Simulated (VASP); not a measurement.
V:

```
V
1.0
     2.67837    0.00000    0.00000
    -1.33918    2.31953    0.00000
     0.00000    0.00000    4.33895
V
2
Direct
  0.33333 0.66667 0.25000
  0.66667 0.33333 0.75000
```

This isn't the form of V at room conditions, which is bcc.

```yaml
Program: VASP 6.6.1
Task: relaxation of cell and atoms
Functional: PBE
Potentials_or_basis: VASP PAW PBE potentials, release 64 (V_sv)
Cutoff: 600 eV
k_mesh: 18 × 18 × 10
Occupations: fermi-dirac, width 0.1 eV
Spin: no spin polarisation
```

At the start: pressure 5.9 GPa; volume 13.48 Å³/atom.

Task: How do energy, volume and symmetry change on relaxing?

Result: Over 8 steps the energy falls by 42.9 meV/atom and the volume is 13.88 Å³/atom (+3.0 %); space group P6_3/mmc (No. 194, to 0.1 Å) before and after.

The path:
| step | energy change (eV) | largest force (eV/Å) | pressure (GPa) | volume (Å³) |
| --- | --- | --- | --- | --- |
| 1 | 0.0000 | 0.0000 | 5.87 | 26.96 |
| 2 | -0.0279 | 0.0000 | -6.25 | 28.92 |
| 3 | -0.0358 | 0.0000 | -2.73 | 28.27 |
| 4 | -0.0740 | 0.0000 | -2.52 | 28.19 |
| 5 | -0.0833 | 0.0000 | -2.16 | 28.12 |
| 6 | -0.0834 | 0.0000 | -2.12 | 28.12 |
| 7 | -0.0819 | 0.0000 | 2.81 | 27.33 |
| 8 | -0.0857 | 0.0000 | -0.01 | 27.77 |

Final structure:
```cif
data_structure
_symmetry_space_group_name_H-M 'P 1'
_symmetry_Int_Tables_number 1
_cell_length_a 2.6149
_cell_length_b 2.6149
_cell_length_c 4.6889
_cell_angle_alpha 90.000
_cell_angle_beta 90.000
_cell_angle_gamma 120.000
_cell_volume 27.77
loop_
_atom_site_label
_atom_site_type_symbol
_atom_site_fract_x
_atom_site_fract_y
_atom_site_fract_z
_atom_site_occupancy
V1 V 0.33333 0.66667 0.25000 1
V2 V 0.66667 0.33333 0.75000 1
```
